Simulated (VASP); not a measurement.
Set up this calculation in VASP 6.6.1, as the native input.

```yaml
Task: single point
Functional: PBEsol
Potentials_or_basis: VASP PAW PBE potentials, release 64 (Hg)
Cutoff: 520 eV
k_mesh: 18 × 18 × 18
Occupations: fermi-dirac, width 0.1 eV
Spin: no spin polarisation
Dipole_correction: no
Further_INCAR_settings: ALGO = Normal; EDIFF = 1e-07; NBANDS = 12
```

The structure of Hg lies in POSCAR:

```
Hg
1.0
    1.7724297377      1.0233127862      2.1954838398
   -1.7724297377      1.0233127862      2.1954838398
    0.0000000000     -2.0466255724      2.1954838398
Hg
1
Direct
    0.0000000000      1.0000000000      1.0000000000
```

One way to write it, as run:

INCAR

```
SYSTEM = Hg
PREC     = Accurate       ! precision mode
ENCUT    = 520            ! plane-wave cutoff, eV
EDIFF    = 1E-7           ! SCF threshold, eV
ISMEAR   = -1             ! smearing method
SIGMA    = 0.1            ! smearing width, eV
LREAL    = .False.        ! projectors in reciprocal space
LASPH    = .True.         ! aspherical terms in the spheres
NELM     = 80             ! most SCF steps
ALGO     = Normal         ! electronic algorithm
ISIF     = 2              ! what is computed and relaxed
LWAVE    = .False.        ! write WAVECAR
LCHARG   = .False.        ! write CHGCAR
GGA      = PS             ! functional
NBANDS   = 12             ! bands
```

KPOINTS

```
Automatic mesh
0
Gamma
  18 18 18
  0 0 0
```

Potentials or basis: VASP PAW PBE potentials, release 64 (Hg).

Launch:

```console
$ cat potpaw_PBE.64/Hg/POTCAR > POTCAR
$ mpirun -np 1 vasp_std > vasp.out
```

It gave:

```json
{
 "Pressure": "0.4 GPa",
 "Band gap on the k mesh": "zero (bands 6 and 7 overlap by 3.34 eV)"
}
```

Caveat: the PAW data sets were made with another functional, which shifts forces and pressure a little; spin-orbit coupling is left out, which moves the levels of the heavy elements.

Run time: 33 s on 1 thread of Intel(R) Xeon(R) 6975P-C (Granite Rapids) (shared host), peak memory 0.27 GiB.
